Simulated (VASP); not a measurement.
As:

```xyz
2
Lattice="1.8808 1.0859 3.5141 -1.8808 1.0859 3.5141 0.0000 -2.1718 3.5141" Properties=species:S:1:pos:R:3 pbc="T T T"
As    0.0000    0.0000    8.1596
As    0.0000    0.0000    2.3825
```

- Program: VASP 6.6.1
- Task: relaxation of volume and atoms at fixed shape
- Functional: LDA
- Potentials or basis: VASP PAW LDA potentials, release 64 (As)
- Cutoff: 600 eV
- k mesh: 7 × 7 × 7
- Occupations: methfessel-paxton, width 0.05 eV
- Spin: no spin polarisation

At the start: pressure -1.0 GPa; volume 21.53 Å³/atom.

Question: How do energy, volume and symmetry change on relaxing?

Answer: Over 5 steps the energy falls by 6.2 meV/atom and the volume is 20.89 Å³/atom (-3.0 %); space group R-3m (No. 166, to 0.1 Å) before and after.

Step by step:
| step | energy change (eV) | largest force (eV/Å) | pressure (GPa) | volume (Å³) |
| --- | --- | --- | --- | --- |
| 1 | 0.0000 | 0.2956 | -1.04 | 43.06 |
| 2 | -0.0099 | 0.1766 | -0.12 | 42.20 |
| 3 | -0.0118 | 0.0978 | 0.56 | 41.62 |
| 4 | -0.0118 | 0.0939 | -0.51 | 41.94 |
| 5 | -0.0124 | 0.0013 | 0.01 | 41.78 |

Final structure:
```yaml
crystal:
  lattice:
    - [1.86196, 1.07500, 3.47886]
    - [-1.86196, 1.07500, 3.47886]
    - [0.00000, -2.15000, 3.47886]
  atoms:
    - { symbol: As, position: [0.77131, 0.77131, 0.77131] }
    - { symbol: As, position: [0.22869, 0.22869, 0.22869] }
```
